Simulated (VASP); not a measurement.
Input of a VASP 6.6.1 run:

INCAR

```
SYSTEM = BiTe
PREC = Accurate ; ENCUT = 520
EDIFF = 1E-7 ; ISMEAR = -1
SIGMA = 0.1 ; LREAL = .FALSE.
LASPH = .TRUE. ; NELM = 60
ALGO = Normal ; ISIF = 2
LWAVE = .FALSE. ; LCHARG = .FALSE.
GGA = PE ; NBANDS = 18
```

KPOINTS

```
regular mesh
0
G
  6 6 6
  0 0 0
```

The input POSCAR:

```
BiTe
1.0
    0.0000000000      3.3394261735      3.3394261735
    3.3394261735      0.0000000000      3.3394261735
    3.3394261735      3.3394261735      0.0000000000
Bi Te
1 1
Direct
    0.0000000000      0.0000000000      0.0000000000
    0.5000000000      0.5000000000      0.5000000000
```

Potentials or basis: VASP PAW PBE potentials, release 64 (Bi_d, Te).

Launch:

```bash
$ cat potpaw_PBE.64/Bi_d/POTCAR potpaw_PBE.64/Te/POTCAR > POTCAR
$ mpirun -np 1 vasp_std > vasp.out
```

Estimate the pressure.

-3.1 GPa.
